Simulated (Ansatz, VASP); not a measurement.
## Two plane-wave programs on Si5Te

The input INCAR:

```
SYSTEM = Si5Te
ALGO = Fast
EDIFF = 1E-6
EDIFFG = -0.01
ENCUT = 600
GGA = PE
IBRION = 2
ISIF = 3
ISMEAR = 0
LASPH = .True.
LCHARG = .False.
LREAL = .False.
LWAVE = .False.
NELM = 60
NSW = 100
PREC = Accurate
SIGMA = 0.1
```

Contents of KPOINTS:

```
k-points
0
Gamma
  10 10 10
  0 0 0
```

The input POSCAR:

```
Si5Te
1.0
    2.2535461954     -7.4853326757      0.0000000000
    2.2535461954      7.4853326757      0.0000000000
    0.0000000000      0.0000000000      3.8693718559
Si Te
5 1
Direct
    0.2134124023      0.7865875977      0.0000000000
    0.1199939179      0.8800060821      0.5000000000
    0.0000000000      0.0000000000      0.0000000000
    0.8800060821      0.1199939179      0.5000000000
    0.7865875977      0.2134124023      0.0000000000
    0.5000000000      0.5000000000      0.5000000000
```

Input for Ansatz:

```yaml
crystal:
  lattice:
    - [2.2535461954, -7.4853326757, 0.0]
    - [2.2535461954, 7.4853326757, 0.0]
    - [0.0, 0.0, 3.8693718559]
  atoms:
    - { symbol: Si, position: [0.2134124023, 0.7865875977, 0.0] }
    - { symbol: Si, position: [0.1199939179, 0.8800060821, 0.5] }
    - { symbol: Si, position: [0.0, 0.0, 0.0] }
    - { symbol: Si, position: [0.8800060821, 0.1199939179, 0.5] }
    - { symbol: Si, position: [0.7865875977, 0.2134124023, 0.0] }
    - { symbol: Te, position: [0.5, 0.5, 0.5] }
basis:
  ecutwfc: 420
kpoints:
  mp_grid: { grid: [10, 10, 10] }
hamiltonian:
  xc: pbe
scf:
  occupations: { method: gaussian, width: 0.1 }
output:
  forces: true
  stress: true
  eigenvalues: true
relax:
  adjacent_minimum: "off"
  f_tol: 0.01
  max_steps: 80
  cell: { stress_tol: 0.05 }
```

Alike in both runs: task relaxation of cell and atoms; functional PBE; k mesh 10 × 10 × 10; occupations gaussian, width 0.1 eV; no spin polarisation.

|  | VASP | Ansatz |
| --- | --- | --- |
| version | VASP 6.6.1 | Ansatz 0.2.0 |
| potentials or method | VASP PAW PBE potentials, release 64 (Si, Te), cutoff 600 eV | scalar-relativistic, plane waves, PAW |
| valence electrons in the cell | 26 | 36 |

```tsv
	VASP	Ansatz	Ansatz less VASP
gap on the k mesh at the Fermi level, each at its own relaxed structure (eV)	none	none	-
relaxed volume (Å³/atom)	21.70	21.72	+0.018
relaxed length of the cell vector where the two differ most in proportion (Å)	7.779	7.782	+0.0030
```

A gap of «none» marks a metal or a gap that the smearing closes. VASP's potentials hold 26 valence electrons a cell and Ansatz's 36, so a difference there can come from the potentials and not from the codes.

Spin-orbit coupling is off throughout.
